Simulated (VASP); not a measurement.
Input of a VASP 6.6.1 run:

The input POSCAR:

```
InAs
1.0
    0.0000000000      3.5268385290      2.2924450438
    3.5268385290      0.0000000000      2.2924450438
    3.5268385290      3.5268385290      0.0000000000
In As
1 1
Direct
    0.0000000000      0.0000000000      0.0000000000
    0.7500000000      0.7500000000      0.7500000000
```

Contents of INCAR.step1:

```
PREC = Accurate
ENCUT = 520
ISMEAR = 0
SIGMA = 0.03
LREAL = F
LASPH = T
NELM = 100
NBANDS = 16
GGA = PE
ALGO = Normal
EDIFF = 1E-4
LWAVE = T
LCHARG = F
```

INCAR.step2

```
PREC = Accurate
ENCUT = 520
EDIFF = 1E-6
ISMEAR = 0
SIGMA = 0.03
LREAL = F
LASPH = T
NELM = 100
ALGO = Normal
ISIF = 2
LWAVE = F
LCHARG = F
METAGGA = R2SCAN
LMIXTAU = T
NBANDS = 16
ISTART = 1
```

Contents of KPOINTS:

```
regular mesh
0
Gamma
  10 10 10
```

Potentials or basis: VASP PAW PBE potentials, release 64 (In_d, As).

Command:

```bash
$ cat potpaw_PBE.64/In_d/POTCAR potpaw_PBE.64/As/POTCAR > POTCAR
$ cp INCAR.step1 INCAR
$ mpirun -np 1 vasp_std > vasp.out
$ cp INCAR.step2 INCAR
$ mpirun -np 1 vasp_std > vasp.out
```

Question: Predict the pressure.

Answer: -3.4 GPa.

Question: Estimate the band gap on the k mesh.

Answer: Zero (bands 9 and 10 overlap by 0.74 eV).

Stress tensor (GPa, compression positive):
```
-5.97  0.00  0.00
 0.00 -5.97  0.00
 0.00  0.00  1.66
```

Caveat: the cell stands under tension; semilocal functionals underestimate gaps, so a narrow gap can read as zero; the PAW data sets were made with another functional, which shifts forces and pressure a little; spin-orbit coupling is left out, which moves the levels of the heavy elements.
